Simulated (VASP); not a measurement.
# Ge (Fd-3m) in VASP: further runs

The runs below take Ge through single point, relaxation of cell and atoms, with PBEsol.

All numbers are computed with VASP 6.6.1; they aren't measurements. Logs are shortened: lines on timing, memory, paths and dates and some standing lists are left out, and cuts for length are marked.

**Measured values to compare with.**

From “Electronic and optical properties of SixGe1-x-ySny alloys lattice-matched to Ge”, 2021, arxiv:2109.02782, for a bulk crystal of Ge at 293 K: band gap 0.666 eV (indirect).

How close the calculation comes is told below.

## 1. The cell of the first run

The structure is cubic, space group Fd-3m (No. 227). The conventional cell has a = 5.677 Å, b = 5.677 Å, c = 5.677 Å, α = 90.00°, β = 90.00°, γ = 90.00°. Within 3.2 Å of Ge (site symmetry -43m) lie 4 Ge at 2.46 Å.

## 2. Single point, PBEsol

The input, INCAR:

```
SYSTEM = Ge
ALGO = Normal
EDIFF = 1E-6
ENCUT = 520
GGA = PS
ISIF = 2
ISMEAR = -1
LASPH = .TRUE.
LCHARG = .FALSE.
LREAL = .FALSE.
LWAVE = .FALSE.
NBANDS = 21
NELM = 60
PREC = Accurate
SIGMA = 0.05
```

The input, KPOINTS:

```
k-points
0
G
  7 7 7
  0 0 0
```

The input, POSCAR:

```
Ge
1.0
    0.0000000000      2.8384807431      2.8384807431
    2.8384807431      0.0000000000      2.8384807431
    2.8384807431      2.8384807431      0.0000000000
Ge
2
Direct
    0.0000000000      0.0000000000      0.0000000000
    0.2500000000      0.2500000000      0.2500000000
```

Potentials or basis: VASP PAW PBE potentials, release 64 (Ge_d).

Launch:

```console
> cat potpaw_PBE.64/Ge_d/POTCAR > POTCAR
> mpirun -np 1 vasp_std > vasp.out
```

OUTCAR:

```text
SYSTEM = Ge
   EDIFF = 1E-6
   ENCUT = 520
   GGA = PS
   ISIF = 2
   ISMEAR = -1
   LASPH = .TRUE.
   LREAL = .FALSE.
   NELM = 60
   PREC = Accurate

 ion  position               nearest neighbor table
   1  0.000  0.000  0.000-   2 2.46   2 2.46   2 2.46   2 2.46
   2  0.250  0.250  0.250-   1 2.46   1 2.46   1 2.46   1 2.46

  LATTYP: Found a face centered cubic cell.
 ALAT       =     5.6769614862

  Lattice vectors:

 A1 = (   0.0000000000,   2.8384807431,   2.8384807431)
 A2 = (   2.8384807431,   0.0000000000,   2.8384807431)
 A3 = (   2.8384807431,   2.8384807431,   0.0000000000)

Analysis of symmetry for initial positions (statically):
=====================================================================
 Subroutine PRICEL returns:
 Original cell was already a primitive cell.

 Routine SETGRP: Setting up the symmetry group for a
 face centered cubic supercell.

 Subroutine GETGRP returns: Found 48 space group operations
 (whereof 24 operations were pure point group operations)
 out of a pool of 48 trial point group operations.

The static configuration has the point symmetry T_d .
 The point group associated with its full space group is O_h .

Analysis of symmetry for dynamics (positions and initial velocities):
=====================================================================
 Subroutine PRICEL returns:
 Original cell was already a primitive cell.

 Routine SETGRP: Setting up the symmetry group for a
 face centered cubic supercell.

 Subroutine GETGRP returns: Found 48 space group operations
 (whereof 24 operations were pure point group operations)
 out of a pool of 48 trial point group operations.

The dynamic configuration has the point symmetry T_d .
 The point group associated with its full space group is O_h .

 Subroutine INISYM returns: Found 48 space group operations
 (whereof 24 operations are pure point group operations),
 and found     1 'primitive' translations

----------------------------------------------------------------------------------------

                                     Primitive cell

  volume of cell :      45.7391

  direct lattice vectors                    reciprocal lattice vectors
     0.000000000  2.838480743  2.838480743    -0.176150570  0.176150570  0.176150570
     2.838480743  0.000000000  2.838480743     0.176150570 -0.176150570  0.176150570
     2.838480743  2.838480743  0.000000000     0.176150570  0.176150570 -0.176150570

  length of vectors
     4.014217963  4.014217963  4.014217963     0.305101737  0.305101737  0.305101737

  position of ions in fractional coordinates (direct lattice)
     0.000000000  0.000000000  0.000000000
     0.250000000  0.250000000  0.250000000

  ion indices of the primitive-cell ions
   primitive index   ion index
                 1           1
                 2           2

----------------------------------------------------------------------------------------

 KPOINTS: k-points

Automatic generation of k-mesh.
 Grid dimensions read from file:
 generate k-points for:    7    7    7

 Generating k-lattice:

  Cartesian coordinates                     Fractional coordinates (reciprocal lattice)
    -0.025164367  0.025164367  0.025164367     0.142857143  0.000000000  0.000000000
     0.025164367 -0.025164367  0.025164367     0.000000000  0.142857143  0.000000000
     0.025164367  0.025164367 -0.025164367     0.000000000  0.000000000  0.142857143

  Length of vectors
     0.043585962  0.043585962  0.043585962

  Shift w.r.t. Gamma in fractional coordinates (k-lattice)
     0.000000000  0.000000000  0.000000000

 Subroutine IBZKPT returns following result:
 ===========================================

 Found     20 irreducible k-points:

 Following reciprocal coordinates:
            Coordinates               Weight
  0.000000  0.000000  0.000000      1.000000
  0.142857  0.000000  0.000000      8.000000
  0.285714  0.000000  0.000000      8.000000
  0.428571  0.000000  0.000000      8.000000
  0.142857  0.142857  0.000000      6.000000
  0.285714  0.142857  0.000000     24.000000
[... 12 lines left out ...]
 -0.428571  0.428571  0.142857     24.000000
 -0.285714  0.428571  0.142857     24.000000
   k-points           NKPTS =     20   k-points in BZ     NKDIM =     20   number of bands    NBANDS=     21
   number of dos      NEDOS =    301   number of ions     NIONS =      2
   total plane-waves  NPLWV =  27000
   dimension x,y,z NGX =    30 NGY =   30 NGZ =   30
   dimension x,y,z NGXF=    60 NGYF=   60 NGZF=   60
   ions per type =               2
   NGX,Y,Z   is equivalent  to a cutoff of  12.42, 12.42, 12.42 a.u.
   NGXF,Y,Z  is equivalent  to a cutoff of  24.85, 24.85, 24.85 a.u.
 SYSTEM =  Ge
   PREC   = accura    normal or accurate (medium, high low for compatibility)
   ISTART =      0    job   : 0-new  1-cont  2-samecut
   ICHARG =      2    charge: 1-file 2-atom 10-const
   ISPIN  =      1    spin polarized calculation?
   LNONCOLLINEAR =      F non collinear calculations
   LSORBIT =      F    spin-orbit coupling
   LASPH  =      T    aspherical Exc in radial PAW
   ENCUT  =  520.0 eV  38.22 Ry    6.18 a.u.   7.46  7.46  7.46*2*pi/ulx,y,z
   NELM   =     60;   NELMIN=  2; NELMDL= -5     # of ELM steps
   EDIFF  = 0.1E-05   stopping-criterion for ELM
   LREAL  =      F    real-space projection
   EDIFFG = 0.1E-04   stopping-criterion for IOM
   NSW    =      0    number of steps for IOM
   IBRION =     -1    ionic relax: 0-MD 1-quasi-New 2-CG
   NFREE  =      0    steps in history (QN), initial steepest desc. (CG)
   ISIF   =      2    stress and relaxation
   ISYM   =      2    0-nonsym 1-usesym 2-fastsym
   POTIM  = 0.5000    time-step for ionic-motion
   TEBEG  =    0.0;   TEEND  =   0.0 temperature during run
   PSTRESS=    0.0 pullay stress
   NELECT =      28.0000    total number of electrons
   NUPDOWN=      -1.0000    fix difference up-down
   EMIN   =  10.00;   EMAX   =-10.00  energy-range for DOS
   EFERMI =   0.00;   METHOD = LEGACY
   ISMEAR =    -1;   SIGMA  =   0.05  broadening in eV -4-tet -1-fermi 0-gaus
   EFERMI_NEDOS =   21; number of points for ismear=-14 and -15
   IALGO  =     38    algorithm
   IMIX   =      4    mixing-type and parameters
     AMIX     =   0.40;   BMIX     =  1.00
     AMIX_MAG =   1.60;   BMIX_MAG =  1.00
  volume/ion in A,a.u.               =      22.87       154.33
  Fermi-wavevector in a.u.,A,eV,Ry     =   1.390054  2.626820 26.289845  1.932249
  Thomas-Fermi vector in A             =   2.514025
   LORBIT       =      0    0 simple, 1 ext, 2 COOP (PROOUT), +10 PAW based schemes
   GGA     = PS    functional components
   LHFCALC =     F    Hartree Fock is set to
   AEXX    =    0.0000 exact exchange contribution
   IVDW    =     0    specifies the selected vdW correction
   LEPSILON=     F    determine dielectric tensor
   LRPA    =     F    only Hartree local field effects (RPA)
 non-spin polarized calculation
  energy-cutoff  :      520.00
  volume of cell :       45.74
 maximum number of plane-waves:      1248
 NGX is ok and might be reduce to    30
   NGX = 15   NGY = 15   NGZ = 15

 number of electron      28.0000013 magnetization

 Free energy of the ion-electron system (eV)
  ---------------------------------------------------
  ext. energy  EPLUGINS =         0.00000000
  ---------------------------------------------------
  free energy    TOTEN  =        -9.85279533 eV

  energy without entropy =       -9.85147988  energy(sigma->0) =       -9.85213760

 E-fermi :   4.7723     XC(G=0): -10.0779

 val. band max:        4.7682335510   @ k =   0.0000   0.0000   0.0000
 cond. band min:       4.9017822378   @ k =   0.4286   0.0000   0.0000
 fundamental gap:      0.1335486868
 Fermi energy:         4.7722553148

 k-point     1 :       0.0000    0.0000    0.0000
  band No.  band energies     occupation
      1     -19.9780      2.00000
      2     -19.9780      2.00000
      3     -19.9780      2.00000
      4     -19.9423      2.00000
      5     -19.9423      2.00000
      6     -19.7355      2.00000
[... 13 lines left out ...]
     20      14.2184      0.00000
     21      14.2184      0.00000

 k-point     2 :       0.1429    0.0000    0.0000
  band No.  band energies     occupation
      1     -19.9875      2.00000
      2     -19.9875      2.00000
      3     -19.9748      2.00000
      4     -19.9286      2.00000
      5     -19.9286      2.00000
      6     -19.7496      2.00000
[... 13 lines left out ...]
     20      13.1732      0.00000
     21      13.1732      0.00000

 k-point     3 :       0.2857    0.0000    0.0000
  band No.  band energies     occupation
      1     -19.9977      2.00000
      2     -19.9977      2.00000
      3     -19.9675      2.00000
      4     -19.9105      2.00000
      5     -19.9105      2.00000
      6     -19.7637      2.00000
[... 13 lines left out ...]
     20      13.2271      0.00000
     21      13.2271      0.00000

 k-point     4 :       0.4286    0.0000    0.0000
  band No.  band energies     occupation
      1     -20.0016      2.00000
      2     -20.0016      2.00000
      3     -19.9615      2.00000
      4     -19.9021      2.00000
      5     -19.9021      2.00000
      6     -19.7693      2.00000
[... 13 lines left out ...]
     20      15.0100      0.00000
     21      15.0100      0.00000

 k-point     5 :       0.1429    0.1429    0.0000
  band No.  band energies     occupation
      1     -19.9861      2.00000
      2     -19.9851      2.00000
      3     -19.9851      2.00000
      4     -19.9309      2.00000
      5     -19.9136      2.00000
      6     -19.7761      2.00000
[... 13 lines left out ...]
     20      12.5171      0.00000
     21      14.5632      0.00000
[... 286 lines left out ...]
     20      15.0264      0.00000
     21      15.8889      0.00000

 k-point    18 :      -0.4286    0.2857    0.1429
  band No.  band energies     occupation
      1     -20.0229      2.00000
      2     -20.0131      2.00000
      3     -19.9289      2.00000
      4     -19.8809      2.00000
      5     -19.8580      2.00000
      6     -19.8272      2.00000
[... 13 lines left out ...]
     20      15.0469      0.00000
     21      16.3205      0.00000

 k-point    19 :      -0.4286    0.4286    0.1429
  band No.  band energies     occupation
      1     -20.0195      2.00000
      2     -20.0182      2.00000
      3     -19.9252      2.00000
      4     -19.8787      2.00000
      5     -19.8566      2.00000
      6     -19.8172      2.00000
[... 13 lines left out ...]
     20      15.7372      0.00000
     21      17.4883      0.00000

 k-point    20 :      -0.2857    0.4286    0.1429
  band No.  band energies     occupation
      1     -20.0277      2.00000
      2     -20.0188      2.00000
      3     -19.9087      2.00000
      4     -19.8626      2.00000
      5     -19.8499      2.00000
      6     -19.8266      2.00000
[... 13 lines left out ...]
     20      15.4228      0.00000
     21      17.6642      0.00000

------------------------ aborting loop because EDIFF is reached ----------------------------------------

  FORCE on cell =-STRESS in cart. coord.  units (eV):
  Direction    XX          YY          ZZ          XY          YZ          ZX
  --------------------------------------------------------------------------------------
  -------------------------------------------------------------------------------------
  Total       -0.1203919     -0.1203919     -0.1203919     -0.0000000      0.0000000     -0.0000000
  in kB       -4.2171600     -4.2171600     -4.2171600     -0.0000000      0.0000000     -0.0000000
  external PRESSURE =      -4.2171600 kB  Pullay stress =       0.0000000 kB

 VOLUME and BASIS-vectors are now :
 -----------------------------------------------------------------------------
  energy-cutoff  :      520.00
  volume of cell :       45.74
      direct lattice vectors                 reciprocal lattice vectors
     0.000000000  2.838480743  2.838480743    -0.176150570  0.176150570  0.176150570
     2.838480743  0.000000000  2.838480743     0.176150570 -0.176150570  0.176150570
     2.838480743  2.838480743  0.000000000     0.176150570  0.176150570 -0.176150570

 POSITION                                       TOTAL-FORCE (eV/Angst)
 -----------------------------------------------------------------------------------
      0.00000      0.00000      0.00000        -0.000000     -0.000000     -0.000000
      1.41924      1.41924      1.41924         0.000000      0.000000      0.000000
 -----------------------------------------------------------------------------------
    total drift:                                0.000000      0.000000      0.000000

  FREE ENERGIE OF THE ION-ELECTRON SYSTEM (eV)
  ---------------------------------------------------
  free  energy   TOTEN  =        -9.8527953269 eV

  energy  without entropy=       -9.8514798782  energy(sigma->0) =       -9.85213760
```

Wall time 18 s (1 thread of Intel Xeon 8259CL, shared host); peak memory 0.17 GiB.

What came out:

```
Free energy            : -9.8528 eV
Pressure               : -0.4 GPa
Band gap on the k mesh : zero (filled and empty bands touch)
```

Levels at points of the mesh, in eV from the Fermi level:
```
           k point  band 12  band 13  band 14  band 15  band 16  band 17
(0.00, 0.00, 0.00)    -0.10     0.00     0.00     0.00     2.52     2.52
```

Caveat: semilocal functionals underestimate gaps, so a narrow gap can read as zero; the PAW data sets were made with another functional, which shifts forces and pressure a little.

## 3. Relaxation of cell and atoms, PBEsol

This run uses another cell than the first one, of 22.64 Å³/atom.

The input, INCAR:

```
SYSTEM = Ge
PREC = Accurate
ENCUT = 600
EDIFF = 1E-6
ISMEAR = -1
SIGMA = 0.05
LREAL = .False.
LASPH = .True.
NELM = 60
ALGO = Normal
ISIF = 3
LWAVE = .False.
LCHARG = .False.
GGA = PS
IBRION = 2
NSW = 80
EDIFFG = -0.02
```

The input, KPOINTS:

```
Automatic mesh
0
Gamma
  7 7 7
  0 0 0
```

The input, POSCAR:

```
Ge
1.0
    0.0000000000      2.8289100000      2.8289100000
    2.8289100000      0.0000000000      2.8289100000
    2.8289100000      2.8289100000      0.0000000000
Ge
2
Direct
    0.0000000000      0.0000000000      0.0000000000
    0.2500000000      0.2500000000      0.2500000000
```

Potentials or basis: VASP PAW PBE potentials, release 64 (Ge_d).

Launch:

```console
> cat potpaw_PBE.64/Ge_d/POTCAR > POTCAR
> mpirun -np 1 vasp_std > vasp.out
```

OUTCAR:

```text
SYSTEM = Ge
   PREC = Accurate
   ENCUT = 600
   EDIFF = 1E-6
   ISMEAR = -1
   LREAL = .False.
   LASPH = .True.
   NELM = 60
   ISIF = 3
   GGA = PS
   IBRION = 2
   NSW = 80
   EDIFFG = -0.02

 ion  position               nearest neighbor table
   1  0.000  0.000  0.000-   2 2.45   2 2.45   2 2.45   2 2.45
   2  0.250  0.250  0.250-   1 2.45   1 2.45   1 2.45   1 2.45

  LATTYP: Found a face centered cubic cell.
 ALAT       =     5.6578200000
[... 652 lines left out ...]

  FORCE on cell =-STRESS in cart. coord.  units (eV):
  Direction    XX          YY          ZZ          XY          YZ          ZX
  --------------------------------------------------------------------------------------
  -------------------------------------------------------------------------------------
  Total       -0.0124452     -0.0124452     -0.0124452      0.0000000      0.0000000      0.0000000
  in kB       -0.4351556     -0.4351556     -0.4351556      0.0000000      0.0000000      0.0000000
  external PRESSURE =      -0.4351556 kB  Pullay stress =       0.0000000 kB

 VOLUME and BASIS-vectors are now :
 -----------------------------------------------------------------------------
  energy-cutoff  :      600.00
  volume of cell :       45.82
      direct lattice vectors                 reciprocal lattice vectors
    -0.000000000  2.840183233  2.840183233    -0.176044980  0.176044980  0.176044980
     2.840183233 -0.000000000  2.840183233     0.176044980 -0.176044980  0.176044980
     2.840183233  2.840183233  0.000000000     0.176044980  0.176044980 -0.176044980

 POSITION                                       TOTAL-FORCE (eV/Angst)
 -----------------------------------------------------------------------------------
      5.68037      5.68037      5.68037        -0.000000     -0.000000     -0.000000
      1.42009      1.42009      1.42009         0.000000      0.000000      0.000000
 -----------------------------------------------------------------------------------
    total drift:                               -0.000000      0.000000      0.000000

  FREE ENERGIE OF THE ION-ELECTRON SYSTEM (eV)
  ---------------------------------------------------
  free  energy   TOTEN  =        -9.8528403824 eV

  energy  without entropy=       -9.8515210842  energy(sigma->0) =       -9.85218073

 reached required accuracy - stopping structural energy minimisation
```

OSZICAR:

```text
N       E                     dE             d eps       ncg     rms          rms(c)
DAV:   1     0.166208111076E+03    0.16621E+03   -0.16458E+04   728   0.455E+03
DAV:   2     0.113713754430E+02   -0.15484E+03   -0.15294E+03   720   0.553E+02
DAV:   3    -0.930657922968E+01   -0.20678E+02   -0.20446E+02   802   0.151E+02
[... 13 lines left out ...]
DAV:   3    -0.985360432806E+01    0.10394E-01   -0.17927E-02   940   0.252E+00    0.141E-01
DAV:   4    -0.985285707017E+01    0.74726E-03   -0.21397E-03   906   0.995E-01    0.299E-02
DAV:   5    -0.985284288151E+01    0.14189E-04   -0.17272E-04   876   0.268E-01    0.225E-02
DAV:   6    -0.985284048036E+01    0.24012E-05   -0.13334E-05   908   0.771E-02    0.948E-04
DAV:   7    -0.985284038243E+01    0.97930E-07   -0.53240E-07   396   0.129E-02
   2 F= -.98528404E+01 E0= -.98521807E+01  d E =-.745739E-03
```

CONTCAR:

```text
Ge
   1.00000000000000
    -0.0000000000000000    2.8401832334972159    2.8401832334972159
     2.8401832334972159   -0.0000000000000000    2.8401832334972159
     2.8401832334972159    2.8401832334972159    0.0000000000000000
  Ge
     2
Direct
     1.0000000000000000    1.0000000000000000    1.0000000000000000
     0.2500000000000000    0.2500000000000000    0.2500000000000000

  0.00000000E+00  0.00000000E+00  0.00000000E+00
  0.00000000E+00  0.00000000E+00  0.00000000E+00
```

Wall time 26 s (1 thread of Intel Xeon 8259CL, shared host); peak memory 0.18 GiB.

Results:

```yaml
Free_energy: -9.8528 eV
Relaxed_volume: 22.91 Å³/atom
Relaxed_cell: a = 4.017 Å, b = 4.017 Å, c = 4.017 Å, α = 60.00°, β = 60.00°, γ = 60.00°
Space_group_after_relaxing_to_0.1_Å: Fd-3m (No. 227)
Energy_gained_by_relaxing: 0.4 meV/atom
Ionic_steps: 2
Pressure_after_relaxing: 0.0 GPa
Band_gap_on_the_k_mesh: zero (filled and empty bands touch)
```

The path:
```csv
step,energy change (eV),largest force (eV/Å),pressure (GPa),volume (Å³)
1,0.0000,0.0000,0.58,45.28
2,-0.0007,0.0000,-0.04,45.82
```

Final structure:
```cif
data_structure
_symmetry_space_group_name_H-M 'P 1'
_symmetry_Int_Tables_number 1
_cell_length_a 4.0166
_cell_length_b 4.0166
_cell_length_c 4.0166
_cell_angle_alpha 60.000
_cell_angle_beta 60.000
_cell_angle_gamma 60.000
_cell_volume 45.82
loop_
_atom_site_label
_atom_site_type_symbol
_atom_site_fract_x
_atom_site_fract_y
_atom_site_fract_z
_atom_site_occupancy
Ge1 Ge 0.00000 0.00000 0.00000 1
Ge2 Ge 0.25000 0.25000 0.25000 1
```

Caveat: semilocal functionals underestimate gaps, so a narrow gap can read as zero; the PAW data sets were made with another functional, which shifts forces and pressure a little.

## 4. Comparison with measurements

Step 2. Against the measured gap of Ge, 0.666 eV (indirect; 293 K; “Electronic and optical properties of SixGe1-x-ySny alloys lattice-matched to Ge”, 2021, arxiv:2109.02782), the calculated 0.00 eV is off by -0.67 eV. 3 values of this kind are on record (0.666 to 0.807 eV); this one was drawn at random among those near their median. Spin-orbit coupling on Ge is left out. The value is that of PBEsol on a finite k mesh, which can miss the band edges, without temperature or zero-point motion. Semilocal functionals fall short of measured gaps as a rule.
